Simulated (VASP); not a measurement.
# KP2Ru2 (I4/mmm) in VASP: single point with LDA

Aim: the single point of KP2Ru2 with LDA.

All numbers are computed with VASP 6.6.1; they aren't measurements. Logs are shortened: lines on timing, memory, paths and dates and some standing lists are left out, and cuts for length are marked.

### 1 The cell of the first run

The structure is tetragonal, space group I4/mmm (No. 139). Conventional cell: a = 4.115 Å, b = 4.115 Å, c = 12.779 Å, α = 90.00°, β = 90.00°, γ = 90.00°. Within 4.7 Å of K (site symmetry 4/mmm) lie 10 P at 3.57 to 4.33 Å and 8 Ru at 3.80 Å and 4 K at 4.11 Å. P (site symmetry 4mm) has 4 Ru at 2.35 Å within 3.1 Å. Within 3.1 Å of Ru (site symmetry -4m2) lie 4 P at 2.35 Å and 4 Ru at 2.91 Å.

### 2 Single point, LDA

Input file INCAR:

```
SYSTEM = KP2Ru2
PREC = Accurate
ENCUT = 520
EDIFF = 1E-7
ISMEAR = 1
SIGMA = 0.1
LREAL = .FALSE.
LASPH = .TRUE.
NELM = 80
ALGO = Normal
ISIF = 2
LWAVE = .FALSE.
LCHARG = .FALSE.
NBANDS = 32
```

Input file KPOINTS:

```
Automatic mesh
0
G
  9 9 9
  0 0 0
```

Input file POSCAR:

```
KP2Ru2
1.0
   -2.0574235064      2.0574235064      6.3892604973
    2.0574235064     -2.0574235064      6.3892604973
    2.0574235064      2.0574235064     -6.3892604973
K P Ru
1 2 2
Direct
    0.0000000000      0.0000000000      0.0000000000
    0.3387220000      0.3387220000      0.0000000000
    0.6612780000      0.6612780000      0.0000000000
    0.7500000000      0.2500000000      0.5000000000
    0.2500000000      0.7500000000      0.5000000000
```

Potentials or basis: VASP PAW LDA potentials, release 64 (K_sv, P, Ru_pv).

Run with:

```
$ cat potpaw_LDA.64/K_sv/POTCAR potpaw_LDA.64/P/POTCAR potpaw_LDA.64/Ru_pv/POTCAR > POTCAR
$ mpirun -np 1 vasp_std > vasp.out
```

OUTCAR:

```text
SYSTEM = KP2Ru2
   PREC = Accurate
   ENCUT = 520
   EDIFF = 1E-7
   ISMEAR = 1
   LREAL = .FALSE.
   LASPH = .TRUE.
   NELM = 80
   ISIF = 2

 ion  position               nearest neighbor table
   1  0.000  0.000  0.000-
   2  0.339  0.339  0.000-   4 2.35   5 2.35   5 2.35   4 2.35
   3  0.661  0.661  0.000-   4 2.35   5 2.35   5 2.35   4 2.35
   4  0.750  0.250  0.500-   3 2.35   2 2.35   2 2.35   3 2.35   5 2.91   5 2.91   5 2.91   5 2.91

   5  0.250  0.750  0.500-   3 2.35   2 2.35   2 2.35   3 2.35   4 2.91   4 2.91   4 2.91   4 2.91

  LATTYP: Found a body centered tetragonal cell.
 ALAT       =     4.1148470128
 C/A-ratio  =     3.1054668509

  Lattice vectors:

 A1 = (  -2.0574235064,   2.0574235064,   6.3892604973)
 A2 = (   2.0574235064,  -2.0574235064,   6.3892604973)
 A3 = (   2.0574235064,   2.0574235064,  -6.3892604973)

Analysis of symmetry for initial positions (statically):
=====================================================================
 Subroutine PRICEL returns:
 Original cell was already a primitive cell.

 Routine SETGRP: Setting up the symmetry group for a
 body centered tetragonal supercell.

 Subroutine GETGRP returns: Found 16 space group operations
 (whereof 16 operations were pure point group operations)
 out of a pool of 16 trial point group operations.

The static configuration has the point symmetry D_4h.

Analysis of symmetry for dynamics (positions and initial velocities):
=====================================================================
 Subroutine PRICEL returns:
 Original cell was already a primitive cell.

 Routine SETGRP: Setting up the symmetry group for a
 body centered tetragonal supercell.

 Subroutine GETGRP returns: Found 16 space group operations
 (whereof 16 operations were pure point group operations)
 out of a pool of 16 trial point group operations.

The dynamic configuration has the point symmetry D_4h.

 Subroutine INISYM returns: Found 16 space group operations
 (whereof 16 operations are pure point group operations),
 and found     1 'primitive' translations

----------------------------------------------------------------------------------------

                                     Primitive cell

[... 88 lines left out ...]
   ISTART =      0    job   : 0-new  1-cont  2-samecut
   ICHARG =      2    charge: 1-file 2-atom 10-const
   ISPIN  =      1    spin polarized calculation?
   LNONCOLLINEAR =      F non collinear calculations
   LSORBIT =      F    spin-orbit coupling
   LASPH  =      T    aspherical Exc in radial PAW
   ENCUT  =  520.0 eV  38.22 Ry    6.18 a.u.  13.05 13.05 13.05*2*pi/ulx,y,z
   NELM   =     80;   NELMIN=  2; NELMDL= -5     # of ELM steps
   EDIFF  = 0.1E-06   stopping-criterion for ELM
   LREAL  =      F    real-space projection
   EDIFFG = 0.1E-05   stopping-criterion for IOM
   NSW    =      0    number of steps for IOM
   IBRION =     -1    ionic relax: 0-MD 1-quasi-New 2-CG
   NFREE  =      0    steps in history (QN), initial steepest desc. (CG)
   ISIF   =      2    stress and relaxation
   ISYM   =      2    0-nonsym 1-usesym 2-fastsym
   POTIM  = 0.5000    time-step for ionic-motion
   TEBEG  =    0.0;   TEEND  =   0.0 temperature during run
   PSTRESS=    0.0 pullay stress
   NELECT =      47.0000    total number of electrons
   NUPDOWN=      -1.0000    fix difference up-down
   EMIN   =  10.00;   EMAX   =-10.00  energy-range for DOS
   EFERMI =   0.00;   METHOD = LEGACY
   ISMEAR =     1;   SIGMA  =   0.10  broadening in eV -4-tet -1-fermi 0-gaus
   EFERMI_NEDOS =   21; number of points for ismear=-14 and -15
   IALGO  =     38    algorithm
   IMIX   =      4    mixing-type and parameters
     AMIX     =   0.40;   BMIX     =  1.00
     AMIX_MAG =   1.60;   BMIX_MAG =  1.00
  volume/ion in A,a.u.               =      21.64       146.01
  Fermi-wavevector in a.u.,A,eV,Ry     =   1.239904  2.343079 20.917085  1.537362
  Thomas-Fermi vector in A             =   2.374368
   LORBIT       =      0    0 simple, 1 ext, 2 COOP (PROOUT), +10 PAW based schemes
   GGA     = CA    functional components
   LHFCALC =     F    Hartree Fock is set to
   AEXX    =    0.0000 exact exchange contribution
   IVDW    =     0    specifies the selected vdW correction
   LEPSILON=     F    determine dielectric tensor
   LRPA    =     F    only Hartree local field effects (RPA)
 non-spin polarized calculation
 Methfessel and Paxton  Order N= 1 SIGMA  =   0.10
  energy-cutoff  :      520.00
  volume of cell :      108.18
 maximum number of plane-waves:      2932
 NGX is ok and might be reduce to    54
   NGX = 27   NGY = 27   NGZ = 27

 number of electron      46.9999999 magnetization

 Free energy of the ion-electron system (eV)
  ---------------------------------------------------
  ext. energy  EPLUGINS =         0.00000000
  ---------------------------------------------------
  free energy    TOTEN  =       -37.44850681 eV

  energy without entropy =      -37.44842128  energy(sigma->0) =      -37.44847830

 E-fermi :   4.9464     XC(G=0): -10.1397

 val. band max:        4.9457881742   @ k =   0.1111   0.1111   0.0000
 cond. band min:       4.9537444304   @ k =  -0.1111   0.1111   0.0000
 fundamental gap:      0.0079562561
 Fermi energy:         4.9464348610

 k-point     1 :       0.0000    0.0000    0.0000
  band No.  band energies     occupation
      1     -37.4241      2.00000
      2     -37.4241      2.00000
      3     -37.1789      2.00000
      4     -37.1789      2.00000
      5     -37.0383      2.00000
      6     -36.9776      2.00000
[... 829 lines left out ...]
     31      10.9476      0.00000
     32      11.4787      0.00000

 [... further k-points ...]
[... 5 lines left out ...]
  --------------------------------------------------------------------------------------
  -------------------------------------------------------------------------------------
  Total       -8.0994070     -8.0994070     -4.9147010      0.0000000      0.0000000      0.0000000
  in kB     -119.9515395   -119.9515395    -72.7863093      0.0000000      0.0000000      0.0000000
  external PRESSURE =    -104.2297961 kB  Pullay stress =       0.0000000 kB

 VOLUME and BASIS-vectors are now :
 -----------------------------------------------------------------------------
  energy-cutoff  :      520.00
  volume of cell :      108.18
      direct lattice vectors                 reciprocal lattice vectors
    -2.057423506  2.057423506  6.389260497     0.000000000  0.243022401  0.078256318
     2.057423506 -2.057423506  6.389260497     0.243022401  0.000000000  0.078256318
     2.057423506  2.057423506 -6.389260497     0.243022401  0.243022401  0.000000000

 POSITION                                       TOTAL-FORCE (eV/Angst)
 -----------------------------------------------------------------------------------
      0.00000      0.00000      0.00000        -0.000000     -0.000000     -0.000000
      0.00000      0.00000      4.32837         0.000000      0.000000     -1.119739
      0.00000      0.00000      8.45015         0.000000      0.000000      1.119739
      0.00000      2.05742      3.19463        -0.000000     -0.000000     -0.000000
      2.05742      0.00000      3.19463        -0.000000     -0.000000     -0.000000
 -----------------------------------------------------------------------------------
    total drift:                               -0.000000      0.000000     -0.000000

  FREE ENERGIE OF THE ION-ELECTRON SYSTEM (eV)
  ---------------------------------------------------
  free  energy   TOTEN  =       -37.4485068097 eV

  energy  without entropy=      -37.4484212813  energy(sigma->0) =      -37.44847830
```

Run time: 15 min. Hardware: 1 thread of AMD EPYC 7R13, shared host; peak memory 0.43 GiB.

What came out:

* Free energy: -37.4485 eV
* Pressure: -10.4 GPa
* Largest force: 1.120 eV/Å
* Band gap on the k mesh: zero (an odd number of electrons rules out a gap without spin polarisation)

Forces on the atoms (eV/Å):
```
K    0.000  0.000  0.000
P    0.000  0.000 -1.120
P    0.000  0.000  1.120
Ru   0.000  0.000  0.000
Ru   0.000  0.000  0.000
```

Stress tensor (GPa, compression positive):
```
-12.00   0.00   0.00
  0.00 -12.00   0.00
  0.00   0.00  -7.28
```

Caveat: the cell stands under tension; forces of over 1 eV/Å act on the atoms, so gaps and moduli don't describe the material at rest.
